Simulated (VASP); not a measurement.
# C (C2/m) in VASP: notebook

Runs on C. Level: PBE+D3(BJ). Tasks: relaxation of shape and atoms at fixed volume, single point.

All numbers are computed with VASP 6.6.1; they aren't measurements. Logs are shortened: lines on timing, memory, paths and dates and some standing lists are left out, and cuts for length are marked.

## (1) The cell of the first run

The typed cell holds 2 atoms: a = 2.498 Å, b = 2.498 Å, c = 3.889 Å, α = 108.71°, β = 108.71°, γ = 60.00°.

## (2) Relaxation of shape and atoms at fixed volume, PBE+D3(BJ) (9.76 Å³/atom)

Contents of INCAR:

```
SYSTEM = C
PREC = Accurate ; ENCUT = 600
EDIFF = 1E-7 ; ISMEAR = 0
SIGMA = 0.02 ; LREAL = .FALSE.
LASPH = .TRUE. ; NELM = 120
ALGO = Normal ; ISIF = 4
LWAVE = .FALSE. ; LCHARG = .FALSE.
GGA = PE ; IVDW = 12
IBRION = 2 ; NSW = 50
EDIFFG = -0.01 ; GGA_COMPAT = .FALSE.
NELMIN = 4
```

Contents of KPOINTS:

```
regular mesh
0
G
  14 14 8
  0 0 0
```

Contents of POSCAR:

```
C
1.0
    2.1636861953     -1.2492222295     -0.0116047279
    2.1636861953      1.2492222295     -0.0116047279
   -1.4207244406      0.0000000000      3.6201174734
C
2
Direct
    0.8333524286      0.8333524286      0.0000568698
    0.1666475714      0.1666475714      0.9999431302
```

Potentials or basis: VASP PAW PBE potentials, release 64 (C).

Run with:

```
$ cat potpaw_PBE.64/C/POTCAR > POTCAR
$ mpirun -np 1 vasp_std > vasp.out
```

OUTCAR:

```text
SYSTEM = C
   PREC = Accurate
   ENCUT = 600
   EDIFF = 1E-7
   ISMEAR = 0
   LREAL = .FALSE.
   LASPH = .TRUE.
   NELM = 120
   ISIF = 4
   GGA = PE
   IVDW = 12
   IBRION = 2
   NSW = 50
   EDIFFG = -0.01
   NELMIN = 4
 IVDW          = 12

 ion  position               nearest neighbor table
   1  0.833  0.833  0.000-   2 1.44   2 1.44   2 1.44
   2  0.167  0.167  1.000-   1 1.44   1 1.44   1 1.44

  LATTYP: Found a base centered monoclinic cell.
 ALAT       =     4.3274346310
 B/A-ratio  =     0.5773500173
 C/A-ratio  =     0.8986666646
 COS(beta)  =    -0.3703134614

  Lattice vectors:

 A1 = (   2.1636861953,  -1.2492222295,  -0.0116047279)
 A2 = (   2.1636861953,   1.2492222295,  -0.0116047279)
 A3 = (  -1.4207244406,   0.0000000000,   3.6201174734)

Analysis of symmetry for initial positions (statically):
=====================================================================
 Subroutine PRICEL returns:
 Original cell was already a primitive cell.

 Routine SETGRP: Setting up the symmetry group for a
 base centered monoclinic supercell.

 Subroutine GETGRP returns: Found  4 space group operations
 (whereof  4 operations were pure point group operations)
 out of a pool of  4 trial point group operations.

The static configuration has the point symmetry C_2h.

Analysis of symmetry for dynamics (positions and initial velocities):
=====================================================================
 Subroutine PRICEL returns:
 Original cell was already a primitive cell.

 Routine SETGRP: Setting up the symmetry group for a
 base centered monoclinic supercell.

 Subroutine GETGRP returns: Found  4 space group operations
 (whereof  4 operations were pure point group operations)
 out of a pool of  4 trial point group operations.

The dynamic configuration has the point symmetry C_2h.

 Subroutine INISYM returns: Found  4 space group operations
 (whereof  4 operations are pure point group operations),
 and found     1 'primitive' translations

----------------------------------------------------------------------------------------

                                     Primitive cell

  volume of cell :      19.5286

  direct lattice vectors                    reciprocal lattice vectors
     2.163686195 -1.249222229 -0.011604728     0.231574552 -0.400249042  0.090882030
     2.163686195  1.249222229 -0.011604728     0.231574552  0.400249042  0.090882030
    -1.420724441  0.000000000  3.620117473     0.001484681  0.000000000  0.276816797

  length of vectors
     2.498445277  2.498445277  3.888921246     0.471259601  0.471259601  0.276820778

[... 70 lines left out ...]
 SYSTEM =  C
   PREC   = accura    normal or accurate (medium, high low for compatibility)
   ISTART =      0    job   : 0-new  1-cont  2-samecut
   ICHARG =      2    charge: 1-file 2-atom 10-const
   ISPIN  =      1    spin polarized calculation?
   LNONCOLLINEAR =      F non collinear calculations
   LSORBIT =      F    spin-orbit coupling
   LASPH  =      T    aspherical Exc in radial PAW
   ENCUT  =  600.0 eV  44.10 Ry    6.64 a.u.   4.99  4.99  7.77*2*pi/ulx,y,z
   NELM   =    120;   NELMIN=  4; NELMDL= -5     # of ELM steps
   EDIFF  = 0.1E-06   stopping-criterion for ELM
   LREAL  =      F    real-space projection
   EDIFFG = -.1E-01   stopping-criterion for IOM
   NSW    =     50    number of steps for IOM
   IBRION =      2    ionic relax: 0-MD 1-quasi-New 2-CG
   NFREE  =      1    steps in history (QN), initial steepest desc. (CG)
   ISIF   =      4    stress and relaxation
   ISYM   =      2    0-nonsym 1-usesym 2-fastsym
   POTIM  = 0.5000    time-step for ionic-motion
   TEBEG  =    0.0;   TEEND  =   0.0 temperature during run
   PSTRESS=    0.0 pullay stress
   NELECT =       8.0000    total number of electrons
   NUPDOWN=      -1.0000    fix difference up-down
   EMIN   =  10.00;   EMAX   =-10.00  energy-range for DOS
   EFERMI =   0.00;   METHOD = LEGACY
   ISMEAR =     0;   SIGMA  =   0.02  broadening in eV -4-tet -1-fermi 0-gaus
   EFERMI_NEDOS =   21; number of points for ismear=-14 and -15
   IALGO  =     38    algorithm
   IMIX   =      4    mixing-type and parameters
     AMIX     =   0.40;   BMIX     =  1.00
     AMIX_MAG =   1.60;   BMIX_MAG =  1.00
  volume/ion in A,a.u.               =       9.76        65.89
  Fermi-wavevector in a.u.,A,eV,Ry     =   1.215853  2.297629 20.113464  1.478298
  Thomas-Fermi vector in A             =   2.351226
   LORBIT       =      0    0 simple, 1 ext, 2 COOP (PROOUT), +10 PAW based schemes
   GGA     = PE    functional components
   LHFCALC =     F    Hartree Fock is set to
   AEXX    =    0.0000 exact exchange contribution
   IVDW    =    12    specifies the selected vdW correction
   LEPSILON=     F    determine dielectric tensor
   LRPA    =     F    only Hartree local field effects (RPA)
 conjugate gradient relaxation of ions
 non-spin polarized calculation
 Gauss-broadening in eV      SIGMA  =   0.02
  energy-cutoff  :      600.00
  volume of cell :       19.53
 maximum number of plane-waves:       665
   NGX =  9   NGY =  9   NGZ = 15

--------------------------------------- Ionic step        1  -------------------------------------------

 number of electron       8.0000000 magnetization

 Free energy of the ion-electron system (eV)
  ---------------------------------------------------
  ext. energy  EPLUGINS =         0.00000000
  ---------------------------------------------------
  free energy    TOTEN  =       -18.42727618 eV

  energy without entropy =      -18.42727618  energy(sigma->0) =      -18.42727618

------------------------ aborting loop because EDIFF is reached ----------------------------------------

 Edisp (eV)   -0.28369

 E8    (eV) :    -0.0797
[... 71 lines left out ...]
--------------------------------------- Ionic step        3  -------------------------------------------

 number of electron       8.0000000 magnetization

 Free energy of the ion-electron system (eV)
  ---------------------------------------------------
  ext. energy  EPLUGINS =         0.00000000
  ---------------------------------------------------
  free energy    TOTEN  =       -18.45188680 eV

  energy without entropy =      -18.45188680  energy(sigma->0) =      -18.45188680

 E-fermi :   3.5778     XC(G=0):  -9.6462

 val. band max:        3.4119761890   @ k =  -0.3571   0.3571   0.5000
 cond. band min:       4.3342357438   @ k =  -0.3571   0.3571   0.5000
 fundamental gap:      0.9222595548
 Fermi energy:         3.5778319580

 k-point     1 :       0.0000    0.0000    0.0000
  band No.  band energies     occupation
      1     -15.7051      2.00000
      2      -3.1284      2.00000
      3       0.8057      2.00000
      4       0.8060      2.00000
      5       7.4899      0.00000
      6      12.1365      0.00000
      7      12.1367      0.00000
      8      15.1666      0.00000
[... 243 lines left out ...]
 k-point    24 :       0.2857    0.1429    0.0000
  band No.  band energies     occupation
      1     -14.2444      2.00000
      2      -3.0356      2.00000
      3      -1.8187      2.00000
      4      -1.7161      2.00000
      5       9.9645      0.00000
      6      11.1696      0.00000
      7      13.3768      0.00000
      8      14.9578      0.00000

 [... further k-points ...]

------------------------ aborting loop because EDIFF is reached ----------------------------------------

 Edisp (eV)   -0.27817

 E8    (eV) :    -0.0779
[... 25 lines left out ...]
  FREE ENERGIE OF THE ION-ELECTRON SYSTEM (eV)
  ---------------------------------------------------
  free  energy   TOTEN  =       -18.7300566399 eV

  energy  without entropy=      -18.7300566399  energy(sigma->0) =      -18.73005664

 reached required accuracy - stopping structural energy minimisation
```

Wall time 4.2 min (1 thread of Intel Xeon 8259CL, shared host); peak memory 0.19 GiB.

Results:

```
Free energy                : -18.7301 eV
Energy gained by relaxing  : 9.5 meV/atom
Ionic steps                : 3
Pressure after relaxing    : -2.0 GPa
Dispersion energy per atom : -0.139 eV
```

The path:
| step | energy change (eV) | largest force (eV/Å) | pressure (GPa) | volume (Å³) |
| --- | --- | --- | --- | --- |
| 1 | 0.0000 | 0.0010 | -10.58 | 19.53 |
| 2 | -0.0188 | 0.0019 | -0.81 | 19.53 |
| 3 | -0.0191 | 0.0018 | -1.95 | 19.53 |

Final structure:
```
C
1.0
     2.13882   -1.23487   -0.01148
     2.13882    1.23487   -0.01148
    -1.40373    0.00000    3.70451
C
2
Cartesian
  3.5647 0.0000 -0.0190
  -0.6908 0.0000 3.7005
```

## (3) Single point, PBE+D3(BJ) (9.05 Å³/atom)

This run uses another cell than the first one, of 9.05 Å³/atom.

Contents of INCAR:

```
PREC     = Accurate       # precision mode
ENCUT    = 520            # plane-wave cutoff, eV
EDIFF    = 1E-7           # SCF threshold, eV
ISMEAR   = 0              # smearing method
SIGMA    = 0.01           # smearing width, eV
LREAL    = False          # projectors in reciprocal space
LASPH    = True           # aspherical terms in the spheres
NELM     = 80             # most SCF steps
ALGO     = Normal         # electronic algorithm
ISIF     = 2              # what is computed and relaxed
LWAVE    = False          # write WAVECAR
LCHARG   = False          # write CHGCAR
GGA      = PE             # functional
IVDW     = 12             # dispersion correction
NBANDS   = 11             # bands
```

Contents of KPOINTS:

```
Automatic mesh
0
Gamma
  14 14 8
```

Contents of POSCAR:

```
C
1.0
    2.1356796878     -1.2330515549     -0.0116208983
    2.1356796878      1.2330515549     -0.0116208983
   -1.4032504726      0.0000000000      3.4451492794
C
2
Direct
    0.8333635904      0.8333635904      0.0000905416
    0.1666364096      0.1666364096      0.9999094584
```

Potentials or basis: VASP PAW PBE potentials, release 64 (C).

Run with:

```
$ cat potpaw_PBE.64/C/POTCAR > POTCAR
$ mpirun -np 1 vasp_std > vasp.out
```

Wall time 46 s (1 thread of Intel Xeon Platinum 8488C (Sapphire Rapids), shared host); peak memory 0.18 GiB.

Results (log left out):

```yaml
Free_energy: -18.7352 eV
Pressure: -0.1 GPa
Dispersion_energy_per_atom: -0.152 eV
```

Stress tensor (GPa, compression positive):
```
 0.14  0.00 -0.01
 0.00  0.14  0.00
-0.01  0.00 -0.63
```

## (4) Single point, PBE+D3(BJ)

This run uses another cell than the first one, of 9.05 Å³/atom.

Contents of INCAR:

```
PREC = Accurate ; ENCUT = 520
EDIFF = 1E-6 ; ISMEAR = 0
SIGMA = 0.05 ; LREAL = False
LASPH = True ; NELM = 80
ALGO = Normal ; ISIF = 2
LWAVE = False ; LCHARG = False
GGA = PE ; IVDW = 12
NBANDS = 11
```

Contents of KPOINTS:

```
regular mesh
0
Gamma
  14 14 8
```

POSCAR is that of step 3.

Run with:

```
$ cat potpaw_PBE.64/C/POTCAR > POTCAR
$ mpirun -np 1 vasp_std > vasp.out
```

It took 36 s on 1 thread of Intel Xeon Platinum 8488C (Sapphire Rapids), shared host; peak memory 0.19 GiB.

Results (log left out):

| Quantity | Value |
| --- | --- |
| Free energy | -18.7352 eV |
| Pressure | -0.1 GPa |
| Dispersion energy per atom | -0.152 eV |

Stress tensor (GPa, compression positive):
```
 0.13  0.00 -0.01
 0.00  0.13  0.00
-0.01  0.00 -0.66
```

## (5) Relaxation of shape and atoms at fixed volume, PBE+D3(BJ) (9.05 Å³/atom)

This run uses another cell than the first one, of 9.05 Å³/atom.

Contents of INCAR:

```
SYSTEM = C
PREC     = Accurate       ! precision mode
ENCUT    = 600            ! plane-wave cutoff, eV
EDIFF    = 1E-7           ! SCF threshold, eV
ISMEAR   = 0              ! smearing method
SIGMA    = 0.01           ! smearing width, eV
LREAL    = .False.        ! projectors in reciprocal space
LASPH    = .True.         ! aspherical terms in the spheres
NELM     = 100            ! most SCF steps
ALGO     = Normal         ! electronic algorithm
ISIF     = 4              ! what is computed and relaxed
LWAVE    = .False.        ! write WAVECAR
LCHARG   = .False.        ! write CHGCAR
GGA      = PE             ! functional
IVDW     = 12             ! dispersion correction
IBRION   = 2              ! ionic algorithm
NSW      = 80             ! ionic steps
EDIFFG   = -0.001         ! ionic threshold
```

Contents of KPOINTS:

```
Automatic mesh
0
Gamma
  14 14 8
  0 0 0
```

Contents of POSCAR:

```
C
1.0
    2.1488100015     -1.2406258769     -0.0110475458
    2.1488100015      1.2406258769     -0.0110475458
   -1.4111827227      0.0000000000      3.4029054249
C
2
Direct
    0.8333721111      0.8333721111      0.0001159981
    0.1666278889      0.1666278889      0.9998840019
```

Run with:

```
$ cat potpaw_PBE.64/C/POTCAR > POTCAR
$ mpirun -np 1 vasp_std > vasp.out
```

It took 2.6 min on 1 thread of Intel Xeon Platinum 8488C (Sapphire Rapids), shared host; peak memory 0.19 GiB.

The run converged. Its results:

```yaml
Free_energy: -18.7403 eV
Energy_gained_by_relaxing: 2.5 meV/atom
Ionic_steps: 11
Pressure_after_relaxing: -0.8 GPa
Dispersion_energy_per_atom: -0.152 eV
```

Step by step:
| step | energy change (eV) | largest force (eV/Å) | pressure (GPa) | volume (Å³) |
| --- | --- | --- | --- | --- |
| 1 | 0.0000 | 0.0004 | -5.56 | 18.10 |
| 2 | -0.0048 | 0.0027 | 0.11 | 18.10 |
| 3 | -0.0050 | 0.0024 | -0.83 | 18.10 |
| 4 | -0.0050 | 0.0023 | -0.93 | 18.10 |
| 5 | -0.0050 | 0.0019 | -0.93 | 18.10 |
| 6 | -0.0050 | 0.0011 | -0.93 | 18.10 |
| 7 | -0.0050 | 0.0004 | -0.91 | 18.10 |
| 8 | -0.0050 | 0.0018 | -0.88 | 18.10 |
| 9 | -0.0050 | 0.0060 | -0.81 | 18.10 |
| 10 | -0.0050 | 0.0033 | -0.85 | 18.10 |
| 11 | -0.0050 | 0.0005 | -0.84 | 18.10 |

Final structure:
```xyz
2
Lattice="2.1364 -1.2335 -0.0110 2.1364 1.2335 -0.0110 -1.4029 0.0000 3.4423" Properties=species:S:1:pos:R:3 pbc="T T T"
C     3.5607    0.0000   -0.0181
C    -0.6907    0.0000    3.4383
```

(Continued in part 2 of 2.)
